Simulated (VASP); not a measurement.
Crystal: CuI.

```
Cu I
1.0
     0.00000    3.01203    3.01203
     3.01203    0.00000    3.01203
     3.01203    3.01203    0.00000
Cu I
1 1
Direct
  0.00000 0.00000 0.00000
  0.25000 0.25000 0.25000
```

Base run:

- Program: VASP 6.6.1
- Functional: r2SCAN
- Potentials or basis: VASP PAW PBE potentials, release 64 (Cu, I)
- Cutoff: 520 eV
- k mesh: 6 × 6 × 6
- Occupations: gaussian, width 0.01 eV
- Spin: no spin polarisation

Its results: band gap on the k mesh 1.67 eV; pressure 0.0 GPa.

**Question.** The run is repeated on the same cell with these changes: functional from r2SCAN to PBE-based global hybrid with 50 % exact exchange; k mesh from 6 × 6 × 6 to 4 × 4 × 4. What comes out?

**Answer.** Band gap on the k mesh 5.52 eV; pressure 1.3 GPa.

Several settings changed at once.

Caveats: some runs use coarse meshes; the PAW data sets were made with another functional, which shifts forces and pressure a little; spin-orbit coupling is left out, which moves the levels of the heavy elements.

